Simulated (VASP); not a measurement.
Input of a VASP 6.6.1 run:

The input INCAR:

```
SYSTEM = Li
  ALGO = Normal
  EDIFF = 1E-7
  ENCUT = 520
  ISIF = 2
  ISMEAR = 0
  LASPH = .True.
  LCHARG = .True.
  LELF = .True.
  LREAL = .False.
  LVHAR = .True.
  LWAVE = .False.
  NBANDS = 8
  NELM = 80
  PREC = Accurate
  SIGMA = 0.15
```

KPOINTS

```
k-points
0
Gamma
  18 18 18
  0 0 0
```

Contents of POSCAR:

```
Li
1.0
    0.0000000000      2.1359400000      2.2350300000
    2.1359400000      0.0000000000      2.2350300000
    2.1359400000      2.1359400000      0.0000000000
Li
1
Direct
    0.0000000000      0.0000000000      0.0000000000
```

Potentials or basis: VASP PAW LDA potentials, release 64 (Li_sv).

The run is started by

```console
$ cat potpaw_LDA.64/Li_sv/POTCAR > POTCAR
$ mpirun -np 1 vasp_std > vasp.out
```

**Question.** Predict the band gap on the k mesh.

**Answer.** Zero (an odd number of electrons rules out a gap without spin polarisation).

Caveat: the cell differs from its parent crystal (strain -0.030 along x and y, +0.015 along z).
